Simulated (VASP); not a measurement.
# W (Im-3m) in VASP: notebook

Runs on W. Level: PBE. Tasks: single point, relaxation of cell and atoms.

Everything below comes from runs of VASP 6.6.1. Logs are shortened: lines on timing, memory, paths and dates and some standing lists are left out, and cuts for length are marked.

**1. The cell of the first run**

The structure is cubic, space group Im-3m (No. 229). Conventional cell: a = 3.185 Å, b = 3.185 Å, c = 3.185 Å, α = 90.00°, β = 90.00°, γ = 90.00°. W (site symmetry m-3m) has 14 W at 2.76 to 3.19 Å within 3.6 Å.

**2. Single point, PBE**

File INCAR:

```
SYSTEM = W
PREC = Accurate ; ENCUT = 500
EDIFF = 1E-6 ; ISMEAR = 0
SIGMA = 0.1 ; LREAL = .False.
LASPH = .True. ; NELM = 120
ALGO = Normal ; ISIF = 2
LWAVE = .False. ; LCHARG = .False.
GGA = PE ; NBANDS = 13
GGA_COMPAT = .False.
```

File KPOINTS:

```
regular mesh
0
Gamma
  8 8 8
  0 0 0
```

File POSCAR:

```
W
1.0
   -1.5925568131      1.5925568131      1.5925568131
    1.5925568131     -1.5925568131      1.5925568131
    1.5925568131      1.5925568131     -1.5925568131
W
1
Direct
    0.0000000000      0.0000000000      0.0000000000
```

Potentials or basis: VASP PAW PBE potentials, release 64 (W_sv).

Command:

```sh
$ cat potpaw_PBE.64/W_sv/POTCAR > POTCAR
$ mpirun -np 1 vasp_std > vasp.out
```

OUTCAR:

```text
SYSTEM = W
   PREC = Accurate
   ENCUT = 500
   EDIFF = 1E-6
   ISMEAR = 0
   LREAL = .False.
   LASPH = .True.
   NELM = 120
   ISIF = 2
   GGA = PE

 ion  position               nearest neighbor table
   1  0.000  0.000  0.000-

  LATTYP: Found a body centered cubic cell.
 ALAT       =     3.1851136262

  Lattice vectors:

 A1 = (  -1.5925568131,   1.5925568131,   1.5925568131)
 A2 = (   1.5925568131,  -1.5925568131,   1.5925568131)
 A3 = (   1.5925568131,   1.5925568131,  -1.5925568131)

Analysis of symmetry for initial positions (statically):
=====================================================================
 Subroutine PRICEL returns:
 Original cell was already a primitive cell.

 Routine SETGRP: Setting up the symmetry group for a
 body centered cubic supercell.

 Subroutine GETGRP returns: Found 48 space group operations
 (whereof 48 operations were pure point group operations)
 out of a pool of 48 trial point group operations.

The static configuration has the point symmetry O_h .

Analysis of symmetry for dynamics (positions and initial velocities):
=====================================================================
 Subroutine PRICEL returns:
 Original cell was already a primitive cell.

 Routine SETGRP: Setting up the symmetry group for a
 body centered cubic supercell.

 Subroutine GETGRP returns: Found 48 space group operations
 (whereof 48 operations were pure point group operations)
 out of a pool of 48 trial point group operations.

The dynamic configuration has the point symmetry O_h .

 Subroutine INISYM returns: Found 48 space group operations
 (whereof 48 operations are pure point group operations),
 and found     1 'primitive' translations

----------------------------------------------------------------------------------------

                                     Primitive cell

  volume of cell :      16.1564

  direct lattice vectors                    reciprocal lattice vectors
    -1.592556813  1.592556813  1.592556813     0.000000000  0.313960542  0.313960542
     1.592556813 -1.592556813  1.592556813     0.313960542  0.000000000  0.313960542
     1.592556813  1.592556813 -1.592556813     0.313960542  0.313960542  0.000000000

  length of vectors
     2.758389314  2.758389314  2.758389314     0.444007256  0.444007256  0.444007256

  position of ions in fractional coordinates (direct lattice)
[... 83 lines left out ...]
   ISIF   =      2    stress and relaxation
   ISYM   =      2    0-nonsym 1-usesym 2-fastsym
   POTIM  = 0.5000    time-step for ionic-motion
   TEBEG  =    0.0;   TEEND  =   0.0 temperature during run
   PSTRESS=    0.0 pullay stress
   NELECT =      14.0000    total number of electrons
   NUPDOWN=      -1.0000    fix difference up-down
   EMIN   =  10.00;   EMAX   =-10.00  energy-range for DOS
   EFERMI =   0.00;   METHOD = LEGACY
   ISMEAR =     0;   SIGMA  =   0.10  broadening in eV -4-tet -1-fermi 0-gaus
   EFERMI_NEDOS =   21; number of points for ismear=-14 and -15
   IALGO  =     38    algorithm
   IMIX   =      4    mixing-type and parameters
     AMIX     =   0.40;   BMIX     =  1.00
     AMIX_MAG =   1.60;   BMIX_MAG =  1.00
  volume/ion in A,a.u.               =      16.16       109.03
  Fermi-wavevector in a.u.,A,eV,Ry     =   1.560759  2.949407 33.143375  2.435969
  Thomas-Fermi vector in A             =   2.663924
   LORBIT       =      0    0 simple, 1 ext, 2 COOP (PROOUT), +10 PAW based schemes
   GGA     = PE    functional components
   LHFCALC =     F    Hartree Fock is set to
   AEXX    =    0.0000 exact exchange contribution
   IVDW    =     0    specifies the selected vdW correction
   LEPSILON=     F    determine dielectric tensor
   LRPA    =     F    only Hartree local field effects (RPA)
 non-spin polarized calculation
 Gauss-broadening in eV      SIGMA  =   0.10
  energy-cutoff  :      500.00
  volume of cell :       16.16
 maximum number of plane-waves:       427
   NGX =  9   NGY =  9   NGZ =  9

 number of electron      14.0000000 magnetization

 Free energy of the ion-electron system (eV)
  ---------------------------------------------------
  ext. energy  EPLUGINS =         0.00000000
  ---------------------------------------------------
  free energy    TOTEN  =       -12.95600888 eV

  energy without entropy =      -12.95600726  energy(sigma->0) =      -12.95600807

 E-fermi :  10.9629     XC(G=0): -13.5327

 val. band max:       10.6807660085   @ k =   0.1250   0.0000   0.0000
 cond. band min:      11.2482484578   @ k =  -0.2500   0.2500   0.1250
 fundamental gap:      0.5674824493
 Fermi energy:        10.9628541189

 k-point     1 :       0.0000    0.0000    0.0000
  band No.  band energies     occupation
      1     -63.0352      2.00000
      2     -26.6247      2.00000
      3     -26.6247      2.00000
      4     -26.6247      2.00000
      5       1.6386      2.00000
      6       9.9760      2.00000
      7       9.9760      2.00000
      8       9.9760      2.00000
      9      13.3879      0.00000
     10      13.3879      0.00000
     11      25.6427      0.00000
     12      25.6427      0.00000
     13      25.6427      0.00000
[... 354 lines left out ...]
  band No.  band energies     occupation
      1     -62.8821      2.00000
      2     -27.5285      2.00000
      3     -27.1910      2.00000
      4     -27.0774      2.00000
      5       6.7049      2.00000
      6       7.4411      2.00000
      7      10.6582      1.99998
      8      11.4355      0.00000
      9      14.8110      0.00000
     10      15.4389      0.00000
     11      24.6009      0.00000
     12      27.0653      0.00000
     13      28.2474      0.00000

 [... further k-points ...]

------------------------ aborting loop because EDIFF is reached ----------------------------------------

  FORCE on cell =-STRESS in cart. coord.  units (eV):
  Direction    XX          YY          ZZ          XY          YZ          ZX
  --------------------------------------------------------------------------------------
  -------------------------------------------------------------------------------------
  Total        0.0393662      0.0393662      0.0393662      0.0000000      0.0000000     -0.0000000
  in kB        3.9038158      3.9038158      3.9038158      0.0000000      0.0000000     -0.0000000
  external PRESSURE =       3.9038158 kB  Pullay stress =       0.0000000 kB

 VOLUME and BASIS-vectors are now :
 -----------------------------------------------------------------------------
  energy-cutoff  :      500.00
  volume of cell :       16.16
      direct lattice vectors                 reciprocal lattice vectors
    -1.592556813  1.592556813  1.592556813     0.000000000  0.313960542  0.313960542
     1.592556813 -1.592556813  1.592556813     0.313960542  0.000000000  0.313960542
     1.592556813  1.592556813 -1.592556813     0.313960542  0.313960542  0.000000000

 POSITION                                       TOTAL-FORCE (eV/Angst)
 -----------------------------------------------------------------------------------
      0.00000      0.00000      0.00000         0.000000     -0.000000      0.000000
 -----------------------------------------------------------------------------------
    total drift:                                0.000000     -0.000000      0.000000

  FREE ENERGIE OF THE ION-ELECTRON SYSTEM (eV)
  ---------------------------------------------------
  free  energy   TOTEN  =       -12.9560088846 eV

  energy  without entropy=      -12.9560072569  energy(sigma->0) =      -12.95600807
```

It took 3.2 s on 1 thread of Intel Xeon 6975P-C (Granite Rapids), shared host; peak memory 0.12 GiB.

Results:

| Item | Value |
| --- | --- |
| Free energy | -12.9560 eV |
| Pressure | 0.4 GPa |
| Band gap on the k mesh | zero (bands 7 and 8 overlap by 6.23 eV) |

Caveat: spin-orbit coupling is left out, which moves the levels of the heavy elements.

**3. Single point, PBE**

File INCAR:

```
PREC     = Accurate       # precision mode
ENCUT    = 500            # plane-wave cutoff, eV
EDIFF    = 1E-6           # SCF threshold, eV
ISMEAR   = 0              # smearing method
SIGMA    = 0.1            # smearing width, eV
LREAL    = F              # projectors in reciprocal space
LASPH    = T              # aspherical terms in the spheres
NELM     = 120            # most SCF steps
ALGO     = Normal         # electronic algorithm
ISIF     = 2              # what is computed and relaxed
LWAVE    = F              # write WAVECAR
LCHARG   = F              # write CHGCAR
GGA      = PE             # functional
NBANDS   = 13             # bands
GGA_COMPAT= F
```

File KPOINTS:

```
Automatic mesh
0
Gamma
  18 18 18
```

File POSCAR:

```
W
1.0
   -1.5917894885      1.5917894885      1.5917894885
    1.5917894885     -1.5917894885      1.5917894885
    1.5917894885      1.5917894885     -1.5917894885
W
1
Direct
    0.0000000000      0.0000000000      0.0000000000
```

Potentials or basis: VASP PAW PBE potentials, release 64 (W_sv).

Command:

```sh
$ cat potpaw_PBE.64/W_sv/POTCAR > POTCAR
$ mpirun -np 1 vasp_std > vasp.out
```

Wall time 11 s (1 thread of Intel Xeon 6975P-C (Granite Rapids), shared host); peak memory 0.15 GiB.

The run converged. Its results:

```
Free energy            : -12.9511 eV
Pressure               : 0.5 GPa
Band gap on the k mesh : zero (bands 7 and 8 overlap by 6.24 eV)
```

Levels at points of the mesh, in eV from the Fermi level:
| k point | band 5 | band 6 | band 7 | band 8 | band 9 | band 10 |
| --- | --- | --- | --- | --- | --- | --- |
| (0.00, 0.00, 0.00) | -9.54 | -1.20 | -1.20 | -1.20 | 2.22 | 2.22 |
| (0.50, 0.00, 0.00) | -6.16 | -3.48 | 0.62 | 2.11 | 3.06 | 6.00 |
| (0.50, 0.50, 0.50) | -5.69 | -5.69 | 5.04 | 5.04 | 5.04 | 8.11 |

Caveat: spin-orbit coupling is left out, which moves the levels of the heavy elements.

**4. Relaxation of cell and atoms, PBE**

File INCAR:

```
SYSTEM = W
PREC     = Accurate       ! precision mode
ENCUT    = 500            ! plane-wave cutoff, eV
EDIFF    = 1E-7           ! SCF threshold, eV
ISMEAR   = 0              ! smearing method
SIGMA    = 0.1            ! smearing width, eV
LREAL    = .False.        ! projectors in reciprocal space
LASPH    = .True.         ! aspherical terms in the spheres
NELM     = 120            ! most SCF steps
ALGO     = Normal         ! electronic algorithm
ISIF     = 3              ! what is computed and relaxed
LWAVE    = .False.        ! write WAVECAR
LCHARG   = .False.        ! write CHGCAR
GGA      = PE             ! functional
IBRION   = 2              ! ionic algorithm
NSW      = 100            ! ionic steps
EDIFFG   = -0.002         ! ionic threshold
GGA_COMPAT= .False.      
NELMIN   = 4
```

File KPOINTS:

```
Automatic mesh
0
Gamma
  18 18 18
  0 0 0
```

File POSCAR:

```
W
1.0
   -1.5925568131      1.5925568131      1.5925568131
    1.5925568131     -1.5925568131      1.5925568131
    1.5925568131      1.5925568131     -1.5925568131
W
1
Direct
    0.0000000000      0.0000000000      0.0000000000
```

Command:

```sh
$ cat potpaw_PBE.64/W_sv/POTCAR > POTCAR
$ mpirun -np 1 vasp_std > vasp.out
```

Wall time 21 s (1 thread of Intel Xeon 6975P-C (Granite Rapids), shared host); peak memory 0.15 GiB.

It converged, with:

```yaml
Free_energy: -12.9511 eV
Relaxed_volume: 16.16 Å³/atom
Relaxed_cell: a = 2.758 Å, b = 2.758 Å, c = 2.758 Å, α = 109.47°, β = 109.47°, γ = 109.47°
Space_group_after_relaxing_to_0.1_Å: Im-3m (No. 229)
Energy_gained_by_relaxing: 0.0 meV/atom
Ionic_steps: 3
Pressure_after_relaxing: 0.0 GPa
Band_gap_on_the_k_mesh: zero (bands 7 and 8 overlap by 6.23 eV)
```

Final structure:
```
W
1.0
    -1.59262    1.59262    1.59262
     1.59262   -1.59262    1.59262
     1.59262    1.59262   -1.59262
W
1
Direct
  0.00000 0.00000 0.00000
```

Levels at points of the mesh, in eV from the Fermi level:
| k point | band 3 | band 4 | band 5 | band 6 | band 7 | band 8 | band 9 | band 10 | band 11 |
| --- | --- | --- | --- | --- | --- | --- | --- | --- | --- |
| (0.00, 0.00, 0.00) | -37.79 | -37.79 | -9.53 | -1.19 | -1.19 | -1.19 | 2.22 | 2.22 | 14.47 |
| (0.50, 0.00, 0.00) | -38.19 | -37.80 | -6.15 | -3.47 | 0.61 | 2.10 | 3.06 | 5.99 | 10.78 |
| (0.50, 0.50, 0.50) | -38.64 | -38.64 | -5.68 | -5.68 | 5.03 | 5.03 | 5.03 | 8.09 | 8.09 |

Caveat: spin-orbit coupling is left out, which moves the levels of the heavy elements.

**5. The runs side by side**

```tsv
task	cell	k mesh	gap on the mesh (eV)	pressure (GPa)
single point	a = 2.758 Å, angles 109.5°, 1 atom	8 × 8 × 8	none	0.4
single point	a = 2.757 Å, angles 109.5°, 1 atom	18 × 18 × 18	none	0.5
relaxation of cell and atoms	relaxed from a = 2.758 Å, angles 109.5°, 1 atom	18 × 18 × 18	none	0.0
```

Alike in all rows: level PBE; potentials or basis VASP PAW PBE potentials, release 64 (W_sv); no spin polarisation; cutoff (eV) 500; smearing gaussian 0.1 eV.

Caveats: spin-orbit coupling is left out, which moves the levels of the heavy elements.

Absolute energies hang on the potentials; compare differences alone.
